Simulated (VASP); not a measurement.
Here is a VASP 6.6.1 calculation.

INCAR

```
SYSTEM = Na
PREC = Accurate
ENCUT = 500
EDIFF = 1E-6
ISMEAR = -1
SIGMA = 0.1
LREAL = .False.
LASPH = .True.
NELM = 120
ALGO = Normal
ISIF = 2
LWAVE = .False.
LCHARG = .False.
GGA = PE
NBANDS = 10
GGA_COMPAT = .False.
```

KPOINTS

```
regular mesh
0
Gamma
  17 17 17
  0 0 0
```

POSCAR

```
Na
1.0
   -2.0987740682      2.0987740682      2.0987740682
    2.0987740682     -2.0987740682      2.0987740682
    2.0987740682      2.0987740682     -2.0987740682
Na
1
Direct
    0.0000000000      0.0000000000      0.0000000000
```

Potentials or basis: VASP PAW PBE potentials, release 64 (Na_pv).

Run with:

```bash
$ cat potpaw_PBE.64/Na_pv/POTCAR > POTCAR
$ mpirun -np 1 vasp_std > vasp.out
```

Question: What does it give for the band gap on the k mesh?

Answer: Zero (an odd number of electrons rules out a gap without spin polarisation).

Question: Estimate the pressure.

Answer: 0.0 GPa.
